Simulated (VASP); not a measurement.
**AgCl: single point with PBE**

The system is AgCl.

```
CELL_PARAMETERS angstrom
3.92688 0.00000 0.00000
0.00000 4.00305 0.00000
-0.54915 0.00000 5.57242
ATOMIC_POSITIONS crystal
Ag 0.81598 0.75000 0.78192
Ag 0.18402 0.25000 0.21808
Cl 0.29234 0.25000 0.73744
Cl 0.70766 0.75000 0.26256
```

```yaml
Program: VASP 6.6.1
Task: single point
Functional: PBE
Potentials_or_basis: VASP PAW PBE potentials, release 64 (Ag, Cl)
Cutoff: 520 eV
k_mesh: 7 × 7 × 5
Occupations: fermi-dirac, width 0.05 eV
Spin: no spin polarisation
Dipole_correction: no
Further_INCAR_settings: ALGO = Normal; EDIFF = 1e-06; NBANDS = 26
```

The pressure is -0.3 GPa and the largest force is 0.069 eV/Å. The band gap on the k mesh is 0.90 eV (least direct gap 2.23 eV).

Forces on the atoms (eV/Å):
```
Ag  -0.037  0.000 -0.059
Ag   0.037  0.000  0.059
Cl  -0.033  0.000  0.010
Cl   0.033  0.000 -0.010
```

Stress tensor (GPa, compression positive):
```
-0.31  0.00  0.14
 0.00 -0.43  0.00
 0.14  0.00 -0.30
```

Levels at points of the mesh, in eV from the valence-band top:
```csv
k point,band 15,band 16,band 17,band 18,band 19,band 20,band 21,band 22
"(0.00, 0.00, 0.00)",-1.86,-1.55,-1.54,-1.33,0.90,2.74,8.10,8.27
```

Wall time 3.1 min on 1 thread of Intel Xeon 8259CL, on a shared host, peak memory 0.28 GiB.

Caveat: an odd mesh through Γ misses points on the zone boundary, where band edges can lie.
